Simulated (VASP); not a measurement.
A run of VASP 6.6.1:

INCAR

```
SYSTEM = NaYTaP3O12
ALGO = Normal
EDIFF = 1E-8
ENCUT = 970
GGA = PE
GGA_COMPAT = .FALSE.
ISIF = 2
ISMEAR = -1
LASPH = .TRUE.
LCHARG = .FALSE.
LEFG = .TRUE.
LREAL = Auto
LWAVE = .FALSE.
NBANDS = 144
NELM = 120
PREC = Accurate
SIGMA = 0.02
```

File KPOINTS:

```
k-points
0
G
  3 3 3
  0 0 0
```

The input POSCAR:

```
NaYTaP3O12
1.0
    4.4927521440      2.5938916598      7.7409502900
   -4.4927521440      2.5938916598      7.7409502900
    0.0000000000     -5.1877833195      7.7409502900
Na Y Ta P O
2 2 2 6 24
Direct
    0.5030990300      0.5030990300      0.5030990300
    0.0030990300      0.0030990300      0.0030990300
    0.6457112700      0.6457112700      0.6457112700
    0.1457112700      0.1457112700      0.1457112700
    0.3524430800      0.3524430800      0.3524430800
    0.8524430800      0.8524430800      0.8524430800
    0.0481343500      0.4646914300      0.7358325300
    0.7358325300      0.0481343500      0.4646914300
    0.4646914300      0.7358325300      0.0481343500
    0.2358325300      0.9646914300      0.5481343500
    0.5481343500      0.2358325300      0.9646914300
    0.9646914300      0.5481343500      0.2358325300
    0.8907935400      0.4907536900      0.7075401200
    0.7075401200      0.8907935400      0.4907536900
    0.4907536900      0.7075401200      0.8907935400
    0.2075401200      0.9907536900      0.3907935400
    0.3907935400      0.2075401200      0.9907536900
    0.9907536900      0.3907935400      0.2075401200
    0.1374136400      0.5038787000      0.2712349100
    0.2712349100      0.1374136400      0.5038787000
    0.5038787000      0.2712349100      0.1374136400
    0.7712349100      0.0038787000      0.6374136400
    0.6374136400      0.7712349100      0.0038787000
    0.0038787000      0.6374136400      0.7712349100
    0.7898499100      0.5898701900      0.3901446300
    0.3901446300      0.7898499100      0.5898701900
    0.5898701900      0.3901446300      0.7898499100
    0.8901446300      0.0898701900      0.2898499100
    0.2898499100      0.8901446300      0.0898701900
    0.0898701900      0.2898499100      0.8901446300
    0.2198218600      0.4522014400      0.5565856900
    0.5565856900      0.2198218600      0.4522014400
    0.4522014400      0.5565856900      0.2198218600
    0.0565856900      0.9522014400      0.7198218600
    0.7198218600      0.0565856900      0.9522014400
    0.9522014400      0.7198218600      0.0565856900
```

Potentials or basis: VASP PAW PBE potentials, release 64 (Na_sv, Y_sv, Ta_sv_GW, P, O).

Run with:

```sh
$ cat potpaw_PBE.64/Na_sv/POTCAR potpaw_PBE.64/Y_sv/POTCAR potpaw_PBE.64/Ta_sv_GW/POTCAR potpaw_PBE.64/P/POTCAR potpaw_PBE.64/O/POTCAR > POTCAR
$ mpirun -np 1 vasp_std > vasp.out
```

Hardware: 1 thread of Intel(R) Xeon(R) Platinum 8488C (Sapphire Rapids), with other jobs on the host.

Question: Estimate the wall time of this run.

Answer: Wall time 99 min on 1 thread of Intel(R) Xeon(R) Platinum 8488C (Sapphire Rapids), on a shared host, peak memory 2.1 GiB. Counts: scf iterations 29, k points 6.
